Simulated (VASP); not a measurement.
# ZnO (P6_3mc) in VASP: further runs

The runs below take ZnO through single point, with PBEsol.

All numbers are computed with VASP 6.6.1; they aren't measurements. Logs are shortened: lines on timing, memory, paths and dates and some standing lists are left out, and cuts for length are marked.

## Step 1: The cell of the first run

The structure is hexagonal, space group P6_3mc (No. 186). Conventional cell: a = 3.087 Å, b = 3.087 Å, c = 4.944 Å, α = 90.00°, β = 90.00°, γ = 120.00°. Zn (site symmetry 3m) has 4 O at 1.88 to 1.89 Å within 2.5 Å. O (site symmetry 3m) has 4 Zn at 1.88 to 1.89 Å within 2.5 Å.

## Step 2: Single point, PBEsol (strain -0.050 along x and y, -0.050 along z)

File INCAR:

```
PREC = Accurate
ENCUT = 520
EDIFF = 1E-6
ISMEAR = 0
SIGMA = 0.05
LREAL = F
LASPH = T
NELM = 80
ALGO = Normal
ISIF = 2
LWAVE = F
LCHARG = T
GGA = PS
LELF = T
LVHAR = T
NBANDS = 26
```

File KPOINTS:

```
regular mesh
0
Gamma
  9 9 6
```

File POSCAR:

```
ZnO
1.0
    3.0869287877      0.0000000000      0.0000000000
   -1.5434643938      2.6733587498      0.0000000000
    0.0000000000      0.0000000000      4.9436100000
Zn O
2 2
Direct
    0.3333333333      0.6666666667      0.0000000000
    0.6666666667      0.3333333333      0.5000000000
    0.3333333333      0.6666666667      0.3821000000
    0.6666666667      0.3333333333      0.8821000000
```

Potentials or basis: VASP PAW PBE potentials, release 64 (Zn, O).

On the command line:

```bash
$ cat potpaw_PBE.64/Zn/POTCAR potpaw_PBE.64/O/POTCAR > POTCAR
$ mpirun -np 1 vasp_std > vasp.out
```

OUTCAR:

```text
PREC = Accurate
   ENCUT = 520
   EDIFF = 1E-6
   ISMEAR = 0
   LREAL = F
   LASPH = T
   NELM = 80
   ISIF = 2
   GGA = PS

 ion  position               nearest neighbor table
   1  0.333  0.667  0.000-   4 1.88   4 1.88   4 1.88   3 1.89   2 3.05   2 3.05   2 3.05   2 3.05
                             2 3.05   2 3.05
   2  0.667  0.333  0.500-   3 1.88   3 1.88   3 1.88   4 1.89   1 3.05   1 3.05   1 3.05   1 3.05
                             1 3.05   1 3.05
   3  0.333  0.667  0.382-   2 1.88   2 1.88   2 1.88   1 1.89
   4  0.667  0.333  0.882-   1 1.88   1 1.88   1 1.88   2 1.89

  LATTYP: Found a hexagonal cell.
 ALAT       =     3.0869287877
 C/A-ratio  =     1.6014655148

  Lattice vectors:

 A1 = (   3.0869287877,   0.0000000000,   0.0000000000)
 A2 = (  -1.5434643938,   2.6733587498,   0.0000000000)
 A3 = (   0.0000000000,   0.0000000000,   4.9436100000)

Analysis of symmetry for initial positions (statically):
=====================================================================
 Subroutine PRICEL returns:
 Original cell was already a primitive cell.

 Routine SETGRP: Setting up the symmetry group for a
 hexagonal supercell.

 Subroutine GETGRP returns: Found 12 space group operations
 (whereof  6 operations were pure point group operations)
 out of a pool of 24 trial point group operations.

The static configuration has the point symmetry C_3v.
 The point group associated with its full space group is C_6v.

Analysis of symmetry for dynamics (positions and initial velocities):
=====================================================================
 Subroutine PRICEL returns:
 Original cell was already a primitive cell.

 Routine SETGRP: Setting up the symmetry group for a
 hexagonal supercell.

 Subroutine GETGRP returns: Found 12 space group operations
 (whereof  6 operations were pure point group operations)
 out of a pool of 24 trial point group operations.

The dynamic configuration has the point symmetry C_3v.
 The point group associated with its full space group is C_6v.

 Subroutine INISYM returns: Found 12 space group operations
 (whereof  6 operations are pure point group operations),
 and found     1 'primitive' translations

----------------------------------------------------------------------------------------

                                     Primitive cell

  volume of cell :      40.7970

  direct lattice vectors                    reciprocal lattice vectors
     3.086928788  0.000000000  0.000000000     0.323946572  0.187030641  0.000000000
    -1.543464394  2.673358750  0.000000000     0.000000000  0.374061282  0.000000000
     0.000000000  0.000000000  4.943610000     0.000000000  0.000000000  0.202281329

  length of vectors
     3.086928788  3.086928788  4.943610000     0.374061282  0.374061282  0.202281329

  position of ions in fractional coordinates (direct lattice)
     0.333333333  0.666666667  0.000000000
     0.666666667  0.333333333  0.500000000
     0.333333333  0.666666667  0.382100000
     0.666666667  0.333333333  0.882100000

  ion indices of the primitive-cell ions
   primitive index   ion index
                 1           1
                 2           2
                 3           3
                 4           4

----------------------------------------------------------------------------------------

 KPOINTS: regular mesh

Automatic generation of k-mesh.
 Grid dimensions read from file:
 generate k-points for:    9    9    6

 Generating k-lattice:

  Cartesian coordinates                     Fractional coordinates (reciprocal lattice)
     0.035994064  0.020781182  0.000000000     0.111111111  0.000000000  0.000000000
     0.000000000  0.041562365  0.000000000     0.000000000  0.111111111  0.000000000
     0.000000000  0.000000000  0.033713555     0.000000000  0.000000000  0.166666667

  Length of vectors
     0.041562365  0.041562365  0.033713555

  Shift w.r.t. Gamma in fractional coordinates (k-lattice)
     0.000000000  0.000000000  0.000000000

 Subroutine IBZKPT returns following result:
 ===========================================

 Found     48 irreducible k-points:

 Following reciprocal coordinates:
            Coordinates               Weight
  0.000000  0.000000  0.000000      1.000000
  0.111111  0.000000  0.000000      6.000000
  0.222222 -0.000000  0.000000      6.000000
  0.333333  0.000000  0.000000      6.000000
  0.444444 -0.000000  0.000000      6.000000
  0.111111  0.111111  0.000000      6.000000
[... 16 lines left out ...]
  0.333333  0.222222  0.166667     24.000000
  0.333333  0.333333  0.166667      4.000000
 [... further k-points ...]
   k-points           NKPTS =     48   k-points in BZ     NKDIM =     48   number of bands    NBANDS=     26
   number of dos      NEDOS =    301   number of ions     NIONS =      4
   total plane-waves  NPLWV =  23040
   dimension x,y,z NGX =    24 NGY =   24 NGZ =   40
   dimension x,y,z NGXF=    48 NGYF=   48 NGZF=   80
[... 61 lines left out ...]

 E-fermi :   2.9147     XC(G=0): -12.0394

 val. band max:        2.6071864879   @ k =   0.0000   0.0000   0.0000
 cond. band min:       3.5079293541   @ k =   0.0000   0.0000   0.0000
 fundamental gap:      0.9007428661
 Fermi energy:         2.9146890752

 k-point     1 :       0.0000    0.0000    0.0000
  band No.  band energies     occupation
      1     -16.8524      2.00000
      2     -15.8303      2.00000
      3      -4.4361      2.00000
      4      -4.0559      2.00000
      5      -4.0559      2.00000
      6      -3.9311      2.00000
[... 18 lines left out ...]
     25      17.6138      0.00000
     26      17.6138      0.00000

 k-point     2 :       0.1111    0.0000    0.0000
  band No.  band energies     occupation
      1     -16.7598      2.00000
      2     -15.7894      2.00000
      3      -4.3299      2.00000
      4      -4.1560      2.00000
      5      -4.0046      2.00000
      6      -3.8933      2.00000
[... 18 lines left out ...]
     25      17.7544      0.00000
     26      17.8358      0.00000

 k-point     3 :       0.2222   -0.0000    0.0000
  band No.  band energies     occupation
      1     -16.5112      2.00000
      2     -15.6914      2.00000
      3      -4.4480      2.00000
      4      -4.0506      2.00000
      5      -3.8817      2.00000
      6      -3.8699      2.00000
[... 18 lines left out ...]
     25      16.6503      0.00000
     26      17.8060      0.00000

 k-point     4 :       0.3333    0.0000    0.0000
  band No.  band energies     occupation
      1     -16.1913      2.00000
      2     -15.6008      2.00000
      3      -4.6081      2.00000
      4      -4.1574      2.00000
      5      -3.7661      2.00000
      6      -3.6258      2.00000
[... 18 lines left out ...]
     25      16.7587      0.00000
     26      17.6642      0.00000

 k-point     5 :       0.4444   -0.0000    0.0000
  band No.  band energies     occupation
      1     -15.9362      2.00000
      2     -15.5775      2.00000
      3      -4.5667      2.00000
      4      -4.3568      2.00000
      5      -3.7103      2.00000
      6      -3.4667      2.00000
[... 18 lines left out ...]
     25      16.4975      0.00000
     26      17.9094      0.00000

 k-point     6 :       0.1111    0.1111    0.0000
  band No.  band energies     occupation
      1     -16.5890      2.00000
      2     -15.7198      2.00000
      3      -4.3219      2.00000
      4      -4.1879      2.00000
      5      -3.8807      2.00000
      6      -3.8280      2.00000
[... 427 lines left out ...]
 k-point    21 :       0.4444    0.1111    0.1667
  band No.  band energies     occupation
      1     -15.8367      2.00000
      2     -15.5965      2.00000
      3      -4.4893      2.00000
      4      -4.4268      2.00000
      5      -3.7273      2.00000
      6      -3.5079      2.00000
[... 18 lines left out ...]
     25      15.9416      0.00000
     26      17.6502      0.00000

 k-point    22 :       0.2222    0.2222    0.1667
  band No.  band energies     occupation
      1     -16.0022      2.00000
      2     -15.6025      2.00000
      3      -4.4399      2.00000
      4      -4.2832      2.00000
      5      -3.7113      2.00000
      6      -3.7096      2.00000
[... 18 lines left out ...]
     25      15.0445      0.00000
     26      18.6422      0.00000

 k-point    23 :       0.3333    0.2222    0.1667
  band No.  band energies     occupation
      1     -15.7931      2.00000
      2     -15.5969      2.00000
      3      -4.2957      2.00000
      4      -4.1514      2.00000
      5      -3.8063      2.00000
      6      -3.6062      2.00000
[... 18 lines left out ...]
     25      15.8411      0.00000
     26      17.8898      0.00000

 k-point    24 :       0.3333    0.3333    0.1667
  band No.  band energies     occupation
      1     -15.6586      2.00000
      2     -15.6586      2.00000
      3      -4.1315      2.00000
      4      -3.8929      2.00000
      5      -3.8929      2.00000
      6      -3.6312      2.00000
[... 18 lines left out ...]
     25      16.3848      0.00000
     26      18.3672      0.00000

 [... further k-points ...]
[... 5 lines left out ...]
  --------------------------------------------------------------------------------------
  -------------------------------------------------------------------------------------
  Total        7.8008703      7.8008703      7.6927863      0.0000000      0.0000000      0.0000000
  in kB      306.3554314    306.3554314    302.1107622      0.0000000      0.0000000      0.0000000
  external PRESSURE =     304.9405417 kB  Pullay stress =       0.0000000 kB

 VOLUME and BASIS-vectors are now :
 -----------------------------------------------------------------------------
  energy-cutoff  :      520.00
  volume of cell :       40.80
      direct lattice vectors                 reciprocal lattice vectors
     3.086928788  0.000000000  0.000000000     0.323946572  0.187030641  0.000000000
    -1.543464394  2.673358750  0.000000000     0.000000000  0.374061282  0.000000000
     0.000000000  0.000000000  4.943610000     0.000000000  0.000000000  0.202281329

 POSITION                                       TOTAL-FORCE (eV/Angst)
 -----------------------------------------------------------------------------------
     -0.00000      1.78224      0.00000         0.000000     -0.000000      0.043731
      1.54346      0.89112      2.47180        -0.000000      0.000000      0.043731
     -0.00000      1.78224      1.88895         0.000000     -0.000000     -0.043731
      1.54346      0.89112      4.36076        -0.000000      0.000000     -0.043731
 -----------------------------------------------------------------------------------
    total drift:                               -0.000000     -0.000000     -0.000029

  FREE ENERGIE OF THE ION-ELECTRON SYSTEM (eV)
  ---------------------------------------------------
  free  energy   TOTEN  =       -18.8510294801 eV

  energy  without entropy=      -18.8510294801  energy(sigma->0) =      -18.85102948
```

Wall time 20 s (1 thread of Intel Xeon 6975P-C (Granite Rapids), shared host); peak memory 0.18 GiB.

What came out:

* Free energy: -18.8510 eV
* Pressure: 30.5 GPa
* Largest force: 0.044 eV/Å
* Band gap on the k mesh: 0.90 eV, direct

Forces on the atoms (eV/Å):
```
Zn   0.000  0.000  0.044
Zn   0.000  0.000  0.044
O    0.000  0.000 -0.044
O    0.000  0.000 -0.044
```

Stress tensor (GPa, compression positive):
```
30.64  0.00  0.00
 0.00 30.64  0.00
 0.00  0.00 30.21
```

Levels at points of the mesh, in eV from the valence-band top:
```
           k point  band 16  band 17  band 18  band 19  band 20  band 21
(0.00, 0.00, 0.00)    -0.17     0.00     0.00     0.90     5.63     8.63
(0.00, 0.00, 0.50)    -0.49    -0.49    -0.49     3.71     3.71    10.54
```

Caveat: the cell differs from its parent crystal (strain -0.050 along x and y, -0.050 along z); the PAW data sets were made with another functional, which shifts forces and pressure a little.

## Step 3: Single point, PBEsol (strain -0.050 along x and y, -0.025 along z)

File INCAR:

```
SYSTEM = ZnO
PREC = Accurate ; ENCUT = 520
EDIFF = 1E-7 ; ISMEAR = 0
SIGMA = 0.05 ; LREAL = .False.
LASPH = .True. ; NELM = 60
ALGO = Normal ; ISIF = 2
LWAVE = .False. ; LCHARG = .False.
GGA = PS ; NBANDS = 26
```

File KPOINTS:

```
regular mesh
0
Gamma
  9 9 6
  0 0 0
```

POSCAR, as its differences from that of step 2:

```diff
@@ -4,3 +4,3 @@
    -1.5434643938      2.6733587498      0.0000000000
-    0.0000000000      0.0000000000      4.9436100000
+    0.0000000000      0.0000000000      5.0737050000
 Zn O
```

Potentials or basis: VASP PAW PBE potentials, release 64 (Zn, O).

On the command line:

```bash
$ cat potpaw_PBE.64/Zn/POTCAR potpaw_PBE.64/O/POTCAR > POTCAR
$ mpirun -np 1 vasp_std > vasp.out
```

Wall time 20 s (1 thread of Intel Xeon 6975P-C (Granite Rapids), shared host); peak memory 0.18 GiB.

The run converged. Its results:

- Free energy: -19.0126 eV
- Pressure: 24.2 GPa
- Largest force: 0.444 eV/Å
- Band gap on the k mesh: 0.82 eV, direct

Forces in eV/Å, atoms in the order of the input:
```
Zn   0.000  0.000  0.444
Zn   0.000  0.000  0.444
O    0.000  0.000 -0.444
O    0.000  0.000 -0.444
```

Stress tensor (GPa, compression positive):
```
27.31  0.00  0.00
 0.00 27.31  0.00
 0.00  0.00 18.04
```

Levels at points of the mesh, in eV from the valence-band top:
| k point | band 16 | band 17 | band 18 | band 19 | band 20 | band 21 |
| --- | --- | --- | --- | --- | --- | --- |
| (0.00, 0.00, 0.00) | -0.23 | 0.00 | 0.00 | 0.82 | 5.61 | 8.26 |
| (0.00, 0.00, 0.50) | -0.44 | -0.44 | -0.44 | 3.60 | 3.60 | 10.21 |

Caveat: the cell differs from its parent crystal (strain -0.050 along x and y, -0.025 along z); the PAW data sets were made with another functional, which shifts forces and pressure a little.

## Step 4: Single point, PBEsol (strain -0.050 along x and y, +0.000 along z)

File INCAR:

```
SYSTEM = ZnO
PREC = Accurate ; ENCUT = 520
EDIFF = 1E-7 ; ISMEAR = 0
SIGMA = 0.05 ; LREAL = .FALSE.
LASPH = .TRUE. ; NELM = 100
ALGO = Normal ; ISIF = 2
LWAVE = .FALSE. ; LCHARG = .FALSE.
GGA = PS ; NBANDS = 26
```

File KPOINTS:

```
regular mesh
0
G
  9 9 6
  0 0 0
```

POSCAR, as its differences from that of step 3:

```diff
@@ -4,3 +4,3 @@
    -1.5434643938      2.6733587498      0.0000000000
-    0.0000000000      0.0000000000      5.0737050000
+    0.0000000000      0.0000000000      5.2038000000
 Zn O
```

On the command line:

```bash
$ cat potpaw_PBE.64/Zn/POTCAR potpaw_PBE.64/O/POTCAR > POTCAR
$ mpirun -np 1 vasp_std > vasp.out
```

Wall time 20 s (1 thread of Intel Xeon 6975P-C (Granite Rapids), shared host); peak memory 0.18 GiB.

It converged, with:

```yaml
Free_energy: -19.1009 eV
Pressure: 18.9 GPa
Largest_force: 0.702 eV/Å
Band_gap_on_the_k_mesh: 0.73 eV, direct
```

Forces on the atoms (eV/Å):
```
Zn   0.000  0.000  0.702
Zn   0.000  0.000  0.702
O    0.000  0.000 -0.702
O    0.000  0.000 -0.702
```

Stress tensor (GPa, compression positive):
```
24.23  0.00  0.00
 0.00 24.23  0.00
 0.00  0.00  8.32
```

Levels at points of the mesh, in eV from the valence-band top:
| k point | band 14 | band 15 | band 16 | band 17 | band 18 | band 19 | band 20 | band 21 | band 22 | band 23 |
| --- | --- | --- | --- | --- | --- | --- | --- | --- | --- | --- |
| (0.00, 0.00, 0.00) | -0.78 | -0.78 | -0.30 | 0.00 | 0.00 | 0.73 | 5.58 | 7.91 | 13.46 | 13.67 |
| (0.00, 0.00, 0.50) | -2.54 | -0.39 | -0.39 | -0.39 | -0.39 | 3.49 | 3.49 | 9.91 | 9.91 | 13.97 |

Caveat: the cell differs from its parent crystal (strain -0.050 along x and y, +0.000 along z); the PAW data sets were made with another functional, which shifts forces and pressure a little.

## Step 5: Single point, PBEsol (strain -0.025 along x and y, -0.050 along z)

File INCAR:

```
PREC = Accurate
ENCUT = 520
EDIFF = 1E-7
ISMEAR = 0
SIGMA = 0.05
LREAL = False
LASPH = True
NELM = 80
ALGO = Normal
ISIF = 2
LWAVE = False
LCHARG = False
GGA = PS
NBANDS = 26
```

File KPOINTS:

```
Automatic mesh
0
Gamma
  9 9 6
```

File POSCAR:

```
ZnO
1.0
    3.1681637558      0.0000000000      0.0000000000
   -1.5840818779      2.7437102959      0.0000000000
    0.0000000000      0.0000000000      4.9436100000
Zn O
2 2
Direct
    0.3333333333      0.6666666667      0.0000000000
    0.6666666667      0.3333333333      0.5000000000
    0.3333333333      0.6666666667      0.3821000000
    0.6666666667      0.3333333333      0.8821000000
```

On the command line:

```bash
$ cat potpaw_PBE.64/Zn/POTCAR potpaw_PBE.64/O/POTCAR > POTCAR
$ mpirun -np 1 vasp_std > vasp.out
```

Wall time 25 s (1 thread of Intel Xeon 6975P-C (Granite Rapids), shared host); peak memory 0.18 GiB.

The run converged. Its results:

| Quantity | Value |
| --- | --- |
| Free energy | -19.1594 eV |
| Pressure | 18.0 GPa |
| Largest force | 0.369 eV/Å |
| Band gap on the k mesh | 0.87 eV, direct |

Forces on the atoms (eV/Å):
```
Zn   0.000  0.000 -0.369
Zn   0.000  0.000 -0.369
O    0.000  0.000  0.369
O    0.000  0.000  0.369
```

Stress tensor (GPa, compression positive):
```
15.12  0.00  0.00
 0.00 15.12  0.00
 0.00  0.00 23.70
```

Levels at points of the mesh, in eV from the valence-band top:
| k point | band 16 | band 17 | band 18 | band 19 | band 20 | band 21 |
| --- | --- | --- | --- | --- | --- | --- |
| (0.00, 0.00, 0.00) | -0.08 | 0.00 | 0.00 | 0.87 | 5.38 | 8.75 |
| (0.00, 0.00, 0.50) | -0.49 | -0.49 | -0.49 | 3.65 | 3.65 | 10.60 |

Caveat: the cell differs from its parent crystal (strain -0.025 along x and y, -0.050 along z); the PAW data sets were made with another functional, which shifts forces and pressure a little.

## Step 6: Summary

```tsv
cell	gap on the mesh (eV)	pressure (GPa)	largest force (eV/Å)
a = 3.087, b = 3.087, c = 4.944 Å, angles 90.0, 90.0, 120.0°, 4 atoms	0.90	30.5	0.04
a = 3.087, b = 3.087, c = 5.074 Å, angles 90.0, 90.0, 120.0°, 4 atoms	0.82	24.2	0.44
a = 3.087, b = 3.087, c = 5.204 Å, angles 90.0, 90.0, 120.0°, 4 atoms	0.73	18.9	0.70
a = 3.168, b = 3.168, c = 4.944 Å, angles 90.0, 90.0, 120.0°, 4 atoms	0.87	18.0	0.37
```

Alike in all rows: task single point; level PBEsol; potentials or basis VASP PAW PBE potentials, release 64 (Zn, O); no spin polarisation; k mesh 9 × 9 × 6; cutoff (eV) 520; smearing gaussian 0.05 eV.

Caveats: the PAW data sets were made with another functional, which shifts forces and pressure a little.

Total energies depend on the potentials used, so only differences within one code and one set of settings carry meaning.
